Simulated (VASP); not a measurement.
Wanted: the native input for a VASP 6.6.1 run.

- Task: single point
- Functional: PBE
- Potentials or basis: VASP PAW PBE potentials, release 64 (Ti_sv, H)
- Cutoff: 520 eV
- k mesh: 1 × 1 × 1
- Occupations: methfessel-paxton, width 0.1 eV
- Spin: no spin polarisation
- Dipole correction: no
- Further INCAR settings: LREAL = Auto; ALGO = Normal; EDIFF = 1e-06; NBANDS = 240

The structure of Ti36H (a cell with a defect) lies in POSCAR:

```
Ti36H
1.0
    8.8180724700      0.0000000900      0.0000000000
   -4.4090363100      7.6366747300      0.0000000000
    0.0000000000      0.0000000000      9.2970418600
Ti H
36 1
Direct
    0.1073794190      0.2201180553      0.1263683672
    0.2207107342      0.1073266846      0.3756929411
    0.1119523878      0.2217809518      0.6272922170
    0.2227361789      0.1106803694      0.8747219946
    0.1109196757      0.5559257321      0.1282217525
    0.2206968607      0.4465175093      0.3756683096
    0.1116232462      0.5546588194      0.6284211783
    0.2227209186      0.4433522573      0.8747525420
    0.1109704903      0.8879139455      0.1281943244
    0.2222019983      0.7776505076      0.3761159789
    0.1116479904      0.8885195756      0.6284427980
    0.2227154231      0.7769647379      0.8753794080
    0.4466384895      0.2202273921      0.1263320116
    0.5564008438      0.1107103523      0.3737645858
    0.4446727181      0.2216988440      0.6272989934
    0.5556718922      0.1103134518      0.8735232262
    0.4466898838      0.5592879245      0.1263715941
    0.5597818653      0.4464136643      0.3756954150
    0.4446167188      0.5544507406      0.6273059848
    0.5554916866      0.4433628601      0.8747130671
    0.4449103252      0.8888419633      0.1259267214
    0.5563969113      0.7787051512      0.3737726529
    0.4446399876      0.8880490789      0.6265986631
    0.5557055951      0.7766185100      0.8735438780
    0.7778553897      0.2217106254      0.1259114477
    0.8883541896      0.1106937181      0.3737906156
    0.7782440152      0.2217121967      0.6265848953
    0.8895507139      0.1103755168      0.8735226884
    0.7789170181      0.5558817260      0.1281978739
    0.8894101839      0.4447265387      0.3760590791
    0.7779718259      0.5547368560      0.6284255883
    0.8890967704      0.4433557850      0.8753611227
    0.7778820361      0.8889489431      0.1259052092
    0.8894796923      0.7777158423      0.3760469247
    0.7782704475      0.8880179096      0.6265859709
    0.8890764757      0.7769445642      0.8753919927
    0.3337172702      0.3333213814      0.2510444758
```

One way to write it, as run:

INCAR

```
SYSTEM = Ti36H
PREC     = Accurate       ! precision mode
ENCUT    = 520            ! plane-wave cutoff, eV
EDIFF    = 1E-6           ! SCF threshold, eV
ISMEAR   = 1              ! smearing method
SIGMA    = 0.1            ! smearing width, eV
LREAL    = Auto         
LASPH    = .True.         ! aspherical terms in the spheres
NELM     = 80             ! most SCF steps
ALGO     = Normal         ! electronic algorithm
ISIF     = 2              ! what is computed and relaxed
LWAVE    = .False.        ! write WAVECAR
LCHARG   = .False.        ! write CHGCAR
GGA      = PE             ! functional
NBANDS   = 240            ! bands
```

KPOINTS

```
regular mesh
0
Gamma
  1 1 1
  0 0 0
```

Potentials or basis: VASP PAW PBE potentials, release 64 (Ti_sv, H).

Command:

```sh
$ cat potpaw_PBE.64/Ti_sv/POTCAR potpaw_PBE.64/H/POTCAR > POTCAR
$ mpirun -np 1 vasp_gam > vasp.out
```

It gave:

```json
{"Pressure": "-0.9 GPa", "Largest force": "0.019 eV/Å", "Band gap on the k mesh": "zero (an odd number of electrons rules out a gap without spin polarisation)"}
```

Caveat: the k points lie up to 0.82 Å⁻¹ apart, too coarse for converged energies and pressures of a metal.

Wall time 7.4 min on 1 thread of Intel(R) Xeon(R) Platinum 8488C (Sapphire Rapids), on a shared host, peak memory 0.7 GiB.
